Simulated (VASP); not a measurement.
BAs: single point with PBE

The system is BAs.

```xyz
2
Lattice="0.0000 2.1280 3.0090 2.1280 0.0000 3.0090 2.1280 2.1280 0.0000" Properties=species:S:1:pos:R:3 pbc="T T T"
B     0.0000    0.0000    0.0000
As    3.1920    3.1920    4.5135
```

This cell differs from its parent crystal: ratio of the length along z to the lengths across it x 1.414, volume and fractional coordinates fixed.

| Property | Result |
| --- | --- |
| Program | VASP 6.6.1 |
| Task | single point |
| Functional | PBE |
| Potentials or basis | VASP PAW PBE potentials, release 64 (B, As) |
| Cutoff | 520 eV |
| k mesh | 12 × 12 × 12 |
| Occupations | gaussian, width 0.05 eV |
| Spin | no spin polarisation |

- Pressure: 4.5 GPa
- Band gap on the k mesh: zero (band 4 reaches 7.82 eV, above the bottom of band 5 at 6.23 eV)

Stress tensor (GPa, compression positive):
```
 28.63   0.00   0.00
  0.00  28.63   0.00
  0.00   0.00 -43.68
```

Levels at points of the mesh, in eV from the Fermi level:
| k point | band 1 | band 2 | band 3 | band 4 | band 5 | band 6 | band 7 | band 8 | band 9 |
| --- | --- | --- | --- | --- | --- | --- | --- | --- | --- |
| (0.00, 0.00, 0.00) | -15.93 | -3.57 | 1.06 | 1.06 | 1.22 | 2.78 | 2.78 | 4.65 | 8.86 |
| (0.50, 0.00, 0.00) | -12.84 | -9.17 | -4.41 | -0.97 | 0.34 | 5.74 | 6.65 | 8.06 | 11.17 |
| (0.50, 0.50, 0.00) | -13.56 | -10.51 | -1.94 | -1.94 | 3.76 | 4.21 | 9.04 | 9.65 | 9.65 |
| (0.50, 0.00, 0.50) | -10.49 | -7.94 | -5.48 | -4.75 | -0.27 | 0.02 | 6.45 | 8.42 | 9.19 |

Wall time 30 s on 1 thread of Intel Xeon 6975P-C, with other jobs on the host, peak memory 0.19 GiB.
